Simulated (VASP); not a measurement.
Runs of VASP 6.6.1 on NaB. The structure is that of space group Fm-3m (No. 225), or close to it. The cells are those of the table. 

```csv
task,cell,cutoff (eV),gap on the mesh (eV),pressure (GPa)
relaxation of cell and atoms,"relaxed to 5 GPa from a = 3.796 Å, angles 60.0°, 2 atoms",600,none,5.0
single point,"a = 3.681 Å, angles 60.0°, 2 atoms",520,none,-0.1
relaxation of cell and atoms,"relaxed from a = 3.796 Å, angles 60.0°, 2 atoms",600,none,0.0
single point,"a = 3.315 Å, angles 60.0°, 2 atoms",520,none,20.2
relaxation of cell and atoms,"relaxed to 10 GPa from a = 3.796 Å, angles 60.0°, 2 atoms",600,none,10.0
single point,"a = 3.539 Å, angles 60.0°, 2 atoms",520,none,5.1
single point,"a = 3.444 Å, angles 60.0°, 2 atoms",520,none,(a)
relaxation of cell and atoms,"relaxed to 20 GPa from a = 3.796 Å, angles 60.0°, 2 atoms",600,none,20.0
```

Alike in all rows: level LDA; potentials or basis VASP PAW LDA potentials, release 64 (Na_pv, B); no spin polarisation; k mesh 4 × 4 × 4; smearing methfessel-paxton 0.02 eV.

Problem. Fill in the values left out.

Solution. (a) 10.1.

Caveats: all runs use coarse meshes; the cell is relaxed towards a set pressure, so the enthalpy falls and the energy may rise (some runs).

A gap of «none» marks levels without a gap at the run's occupations.
